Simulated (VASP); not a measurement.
Here is a VASP 6.6.1 calculation.

Contents of INCAR:

```
SYSTEM = Ti2O
PREC = Accurate
ENCUT = 520
EDIFF = 1E-7
ISMEAR = 0
SIGMA = 0.1
LREAL = .False.
LASPH = .True.
NELM = 150
ALGO = Normal
ISIF = 2
LWAVE = .False.
LCHARG = .False.
ISPIN = 2
MAGMOM = 1 1 1 1 0 0
LORBIT = 11
LMAXMIX = 4
GGA = PS
NBANDS = 43
```

Contents of KPOINTS:

```
regular mesh
0
Gamma
  6 6 2
  0 0 0
```

The input POSCAR:

```
Ti2O
1.0
    2.9931942340      0.0000000000      0.0000000000
   -1.4965971170      2.5921822451      0.0000000000
    0.0000000000      0.0000000000     10.4326908261
Ti O
4 2
Direct
    0.6666666667      0.3333333333      0.8986176343
    0.3333333333      0.6666666667      0.3986176343
    0.6666666667      0.3333333333      0.6013823657
    0.3333333333      0.6666666667      0.1013823657
    0.0000000000      0.0000000000      0.7500000000
    0.0000000000      0.0000000000      0.2500000000
```

Potentials or basis: VASP PAW PBE potentials, release 64 (Ti_sv, O).

Command:

```sh
$ cat potpaw_PBE.64/Ti_sv/POTCAR potpaw_PBE.64/O/POTCAR > POTCAR
$ mpirun -np 1 vasp_std > vasp.out
```

Task: Estimate the pressure.

Result: -17.8 GPa.

Task: Estimate the net moment.

Result: 0.00 μB per cell.

Stress tensor (GPa, compression positive):
```
-15.08   0.00   0.00
  0.00 -15.08   0.00
  0.00   0.00 -23.16
```

Caveat: the k points lie up to 0.40 Å⁻¹ apart; the PAW data sets were made with another functional, which shifts forces and pressure a little.
